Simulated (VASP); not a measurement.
# SnSe (zincblende type) (F-43m) in VASP: relaxation of cell and atoms with PBE

Aim: the relaxation of cell and atoms of SnSe (zincblende type) with PBE.

Program: VASP 6.6.1. These are calculated values, not measurements. Logs are shortened: lines on timing, memory, paths and dates and some standing lists are left out, and cuts for length are marked.

## Step 1: The cell of the first run

Symmetry: F-43m, No. 216, cubic system. Conventional cell: a = 6.529 Å, b = 6.529 Å, c = 6.529 Å, α = 90.00°, β = 90.00°, γ = 90.00°. Within 3.7 Å of Sn (site symmetry -43m) lie 4 Se at 2.83 Å. Within 3.7 Å of Se (site symmetry -43m) lie 4 Sn at 2.83 Å.

## Step 2: Relaxation of cell and atoms, PBE, target pressure 4.1 GPa, at which the enthalpy is minimised

File INCAR:

```
SYSTEM = SnSe
PREC = Accurate ; ENCUT = 600
EDIFF = 1E-6 ; ISMEAR = -1
SIGMA = 0.05 ; LREAL = .FALSE.
LASPH = .TRUE. ; NELM = 80
ALGO = Normal ; ISIF = 3
LWAVE = .FALSE. ; LCHARG = .FALSE.
GGA = PE ; IBRION = 2
NSW = 32 ; EDIFFG = -0.005
PSTRESS = 41.0
```

File KPOINTS:

```
Automatic mesh
0
G
  11 11 11
  0 0 0
```

File POSCAR:

```
SnSe
1.0
    0.0000000000      3.2646889441      3.2646889441
    3.2646889441      0.0000000000      3.2646889441
    3.2646889441      3.2646889441      0.0000000000
Sn Se
1 1
Direct
    0.0000000000      0.0000000000      0.0000000000
    0.2500000000      0.2500000000      0.2500000000
```

Potentials or basis: VASP PAW PBE potentials, release 64 (Sn_d, Se).

On the command line:

```
cat potpaw_PBE.64/Sn_d/POTCAR potpaw_PBE.64/Se/POTCAR > POTCAR
mpirun -np 1 vasp_std > vasp.out
```

OUTCAR:

```text
SYSTEM = SnSe
   PREC = Accurate
   ENCUT = 600
   EDIFF = 1E-6
   ISMEAR = -1
   LREAL = .FALSE.
   LASPH = .TRUE.
   NELM = 80
   ISIF = 3
   GGA = PE
   IBRION = 2
   NSW = 32
   EDIFFG = -0.005
   PSTRESS = 41.0

 ion  position               nearest neighbor table
   1  0.000  0.000  0.000-   2 2.83   2 2.83   2 2.83   2 2.83
   2  0.250  0.250  0.250-   1 2.83   1 2.83   1 2.83   1 2.83

  LATTYP: Found a face centered cubic cell.
 ALAT       =     6.5293778882

  Lattice vectors:

 A1 = (   0.0000000000,   3.2646889441,   3.2646889441)
 A2 = (   3.2646889441,   0.0000000000,   3.2646889441)
 A3 = (   3.2646889441,   3.2646889441,   0.0000000000)

Analysis of symmetry for initial positions (statically):
=====================================================================
 Subroutine PRICEL returns:
 Original cell was already a primitive cell.

 Routine SETGRP: Setting up the symmetry group for a
 face centered cubic supercell.

 Subroutine GETGRP returns: Found 24 space group operations
 (whereof 24 operations were pure point group operations)
 out of a pool of 48 trial point group operations.

The static configuration has the point symmetry T_d .

Analysis of symmetry for dynamics (positions and initial velocities):
=====================================================================
 Subroutine PRICEL returns:
 Original cell was already a primitive cell.

 Routine SETGRP: Setting up the symmetry group for a
 face centered cubic supercell.

 Subroutine GETGRP returns: Found 24 space group operations
 (whereof 24 operations were pure point group operations)
 out of a pool of 48 trial point group operations.

The dynamic configuration has the point symmetry T_d .

 Subroutine INISYM returns: Found 24 space group operations
 (whereof 24 operations are pure point group operations),
 and found     1 'primitive' translations

----------------------------------------------------------------------------------------

                                     Primitive cell

  volume of cell :      69.5914

  direct lattice vectors                    reciprocal lattice vectors
     0.000000000  3.264688944  3.264688944    -0.153153948  0.153153948  0.153153948
     3.264688944  0.000000000  3.264688944     0.153153948 -0.153153948  0.153153948
     3.264688944  3.264688944  0.000000000     0.153153948  0.153153948 -0.153153948

  length of vectors
     4.616967382  4.616967382  4.616967382     0.265270419  0.265270419  0.265270419

  position of ions in fractional coordinates (direct lattice)
     0.000000000  0.000000000  0.000000000
     0.250000000  0.250000000  0.250000000

  ion indices of the primitive-cell ions
   primitive index   ion index
                 1           1
                 2           2

----------------------------------------------------------------------------------------

 KPOINTS: Automatic mesh

Automatic generation of k-mesh.
 Grid dimensions read from file:
 generate k-points for:   11   11   11

 Generating k-lattice:

  Cartesian coordinates                     Fractional coordinates (reciprocal lattice)
    -0.013923086  0.013923086  0.013923086     0.090909091  0.000000000  0.000000000
     0.013923086 -0.013923086  0.013923086     0.000000000  0.090909091  0.000000000
     0.013923086  0.013923086 -0.013923086     0.000000000  0.000000000  0.090909091

  Length of vectors
     0.024115493  0.024115493  0.024115493

  Shift w.r.t. Gamma in fractional coordinates (k-lattice)
     0.000000000  0.000000000  0.000000000

 Subroutine IBZKPT returns following result:
 ===========================================

 Found     56 irreducible k-points:

 Following reciprocal coordinates:
            Coordinates               Weight
  0.000000  0.000000  0.000000      1.000000
  0.090909  0.000000  0.000000      8.000000
  0.181818  0.000000  0.000000      8.000000
  0.272727  0.000000  0.000000      8.000000
  0.363636  0.000000  0.000000      8.000000
  0.454545  0.000000  0.000000      8.000000
[... 16 lines left out ...]
 -0.272727  0.181818  0.000000     24.000000
 -0.181818  0.181818  0.000000     12.000000
 [... further k-points ...]
   k-points           NKPTS =     56   k-points in BZ     NKDIM =     56   number of bands    NBANDS=     14
   number of dos      NEDOS =    301   number of ions     NIONS =      2
   total plane-waves  NPLWV =  64000
   dimension x,y,z NGX =    40 NGY =   40 NGZ =   40
   dimension x,y,z NGXF=    80 NGYF=   80 NGZF=   80
   ions per type =               1   1
   NGX,Y,Z   is equivalent  to a cutoff of  14.40, 14.40, 14.40 a.u.
   NGXF,Y,Z  is equivalent  to a cutoff of  28.81, 28.81, 28.81 a.u.
 SYSTEM =  SnSe
   PREC   = accura    normal or accurate (medium, high low for compatibility)
   ISTART =      0    job   : 0-new  1-cont  2-samecut
   ICHARG =      2    charge: 1-file 2-atom 10-const
   ISPIN  =      1    spin polarized calculation?
   LNONCOLLINEAR =      F non collinear calculations
   LSORBIT =      F    spin-orbit coupling
   LASPH  =      T    aspherical Exc in radial PAW
   ENCUT  =  600.0 eV  44.10 Ry    6.64 a.u.   9.22  9.22  9.22*2*pi/ulx,y,z
   NELM   =     80;   NELMIN=  2; NELMDL= -5     # of ELM steps
   EDIFF  = 0.1E-05   stopping-criterion for ELM
   LREAL  =      F    real-space projection
   EDIFFG = -.5E-02   stopping-criterion for IOM
   NSW    =     32    number of steps for IOM
   IBRION =      2    ionic relax: 0-MD 1-quasi-New 2-CG
   NFREE  =      1    steps in history (QN), initial steepest desc. (CG)
   ISIF   =      3    stress and relaxation
   ISYM   =      2    0-nonsym 1-usesym 2-fastsym
   POTIM  = 0.5000    time-step for ionic-motion
   TEBEG  =    0.0;   TEEND  =   0.0 temperature during run
   PSTRESS=   41.0 pullay stress
   NELECT =      20.0000    total number of electrons
   NUPDOWN=      -1.0000    fix difference up-down
   EMIN   =  10.00;   EMAX   =-10.00  energy-range for DOS
   EFERMI =   0.00;   METHOD = LEGACY
   ISMEAR =    -1;   SIGMA  =   0.05  broadening in eV -4-tet -1-fermi 0-gaus
   EFERMI_NEDOS =   21; number of points for ismear=-14 and -15
   IALGO  =     38    algorithm
   IMIX   =      4    mixing-type and parameters
     AMIX     =   0.40;   BMIX     =  1.00
     AMIX_MAG =   1.60;   BMIX_MAG =  1.00
  volume/ion in A,a.u.               =      34.80       234.81
  Fermi-wavevector in a.u.,A,eV,Ry     =   1.080355  2.041574 15.880261  1.167166
  Thomas-Fermi vector in A             =   2.216344
   LORBIT       =      0    0 simple, 1 ext, 2 COOP (PROOUT), +10 PAW based schemes
   GGA     = PE    functional components
   LHFCALC =     F    Hartree Fock is set to
   AEXX    =    0.0000 exact exchange contribution
   IVDW    =     0    specifies the selected vdW correction
   LEPSILON=     F    determine dielectric tensor
   LRPA    =     F    only Hartree local field effects (RPA)
 conjugate gradient relaxation of ions
 non-spin polarized calculation
  energy-cutoff  :      600.00
  volume of cell :       69.59
 maximum number of plane-waves:      2333
 NGX is ok and might be reduce to    40
   NGX = 19   NGY = 19   NGZ = 19

 number of electron      20.0000002 magnetization

 Free energy of the ion-electron system (eV)
  ---------------------------------------------------
  ext. energy  EPLUGINS =         0.00000000
  ---------------------------------------------------
  free energy    TOTEN  =        -7.65605996 eV

  energy without entropy =       -7.65099624  energy(sigma->0) =       -7.65352810

 E-fermi :   3.8154     XC(G=0):  -8.2301

 val. band max:        3.8078051705   @ k =  -0.4545   0.4545   0.0000
 cond. band min:       3.8513996234   @ k =  -0.2727   0.4545   0.1818
 fundamental gap:      0.0435944529
 Fermi energy:         3.8153850949

 k-point     1 :       0.0000    0.0000    0.0000
  band No.  band energies     occupation
      1     -18.0032      2.00000
      2     -18.0032      2.00000
      3     -18.0032      2.00000
      4     -17.9818      2.00000
      5     -17.9818      2.00000
      6     -10.0196      2.00000
      7      -1.3153      2.00000
      8       1.2184      2.00000
      9       1.2184      2.00000
     10       1.2184      2.00000
     11       5.2280      0.00000
     12       5.2280      0.00000
     13       5.2280      0.00000
     14       8.6864      0.00000

 k-point     2 :       0.0909    0.0000    0.0000
  band No.  band energies     occupation
      1     -18.0037      2.00000
      2     -18.0028      2.00000
      3     -18.0028      2.00000
      4     -17.9818      2.00000
      5     -17.9818      2.00000
      6      -9.9805      2.00000
      7      -1.5925      2.00000
      8       1.1616      2.00000
      9       1.1616      2.00000
     10       1.3758      2.00000
     11       5.2112      0.00000
     12       5.3266      0.00000
     13       5.3267      0.00000
     14       9.0530      0.00000

 k-point     3 :       0.1818    0.0000    0.0000
  band No.  band energies     occupation
      1     -18.0050      2.00000
      2     -18.0017      2.00000
      3     -18.0017      2.00000
      4     -17.9817      2.00000
      5     -17.9817      2.00000
      6      -9.8709      2.00000
      7      -2.1992      2.00000
      8       1.0216      2.00000
      9       1.0216      2.00000
     10       1.5974      2.00000
     11       5.3730      0.00000
     12       5.5638      0.00000
     13       5.5638      0.00000
     14       9.8024      0.00000
[... 324 lines left out ...]
 k-point    23 :      -0.2727    0.1818    0.0000
  band No.  band energies     occupation
      1     -18.0089      2.00000
      2     -17.9988      2.00000
      3     -17.9986      2.00000
      4     -17.9817      2.00000
      5     -17.9809      2.00000
      6      -9.5158      2.00000
      7      -3.3875      2.00000
      8      -0.1816      2.00000
      9       0.7175      2.00000
     10       2.6036      2.00000
     11       5.7814      0.00000
     12       6.1481      0.00000
     13       6.3816      0.00000
     14      10.0111      0.00000

 k-point    24 :      -0.1818    0.1818    0.0000
  band No.  band energies     occupation
      1     -18.0075      2.00000
      2     -18.0001      2.00000
      3     -17.9994      2.00000
      4     -17.9820      2.00000
      5     -17.9810      2.00000
      6      -9.6624      2.00000
      7      -2.9623      2.00000
      8       0.1366      2.00000
      9       0.9011      2.00000
     10       2.3671      2.00000
     11       5.3977      0.00000
     12       5.8297      0.00000
     13       6.3016      0.00000
     14       9.8291      0.00000

 [... further k-points ...]

------------------------ aborting loop because EDIFF is reached ----------------------------------------

  FORCE on cell =-STRESS in cart. coord.  units (eV):
  Direction    XX          YY          ZZ          XY          YZ          ZX
  --------------------------------------------------------------------------------------
  -------------------------------------------------------------------------------------
  Total        1.7869758      1.7869758      1.7869758      0.0000000      0.0000000      0.0000000
  in kB       41.1409043     41.1409043     41.1409043      0.0000000      0.0000000      0.0000000
  external PRESSURE =       0.1409043 kB  Pullay stress =      41.0000000 kB

 VOLUME and BASIS-vectors are now :
 -----------------------------------------------------------------------------
  energy-cutoff  :      600.00
  volume of cell :       69.59
      direct lattice vectors                 reciprocal lattice vectors
     0.000000000  3.264688944  3.264688944    -0.153153948  0.153153948  0.153153948
     3.264688944  0.000000000  3.264688944     0.153153948 -0.153153948  0.153153948
     3.264688944  3.264688944  0.000000000     0.153153948  0.153153948 -0.153153948

 POSITION                                       TOTAL-FORCE (eV/Angst)
 -----------------------------------------------------------------------------------
      0.00000      0.00000      0.00000        -0.000000     -0.000000     -0.000000
      1.63234      1.63234      1.63234         0.000000      0.000000      0.000000
 -----------------------------------------------------------------------------------
    total drift:                               -0.000000     -0.000000     -0.000000

  FREE ENERGIE OF THE ION-ELECTRON SYSTEM (eV)
  ---------------------------------------------------
  free  energy   TOTEN  =        -7.6560599640 eV

  energy  without entropy=       -7.6509962442  energy(sigma->0) =       -7.65352810

  enthalpy is  TOTEN    =        -5.8752044084 eV   P V=        1.7808555556

 reached required accuracy - stopping structural energy minimisation
```

Run time: 59 s. Hardware: 1 thread of Intel Xeon Platinum 8259CL at 2.50GHz (Skylake/Cascade Lake), shared host; peak memory 0.27 GiB.

Results:

```
Free energy             : -7.6561 eV
Pressure after relaxing : 4.1 GPa
Band gap on the k mesh  : zero (bands 10 and 11 overlap by 0.22 eV)
```

Final structure:
```
CELL_PARAMETERS angstrom
0.00000 3.26469 3.26469
3.26469 0.00000 3.26469
3.26469 3.26469 0.00000
ATOMIC_POSITIONS crystal
Sn 0.00000 0.00000 0.00000
Se 0.25000 0.25000 0.25000
```

Levels at points of the mesh, in eV from the Fermi level:
```tsv
k point	band 7	band 8	band 9	band 10	band 11	band 12	band 13	band 14
(0.00, 0.00, 0.00)	-5.13	-2.60	-2.60	-2.60	1.41	1.41	1.41	4.87
```

Caveat: the relaxation stopped at its first step, so nothing moved; the cell is relaxed towards a set pressure, so the run minimises the enthalpy, not the energy; semilocal functionals underestimate gaps, so a narrow gap can read as zero; spin-orbit coupling is left out, which moves the levels of the heavy elements.
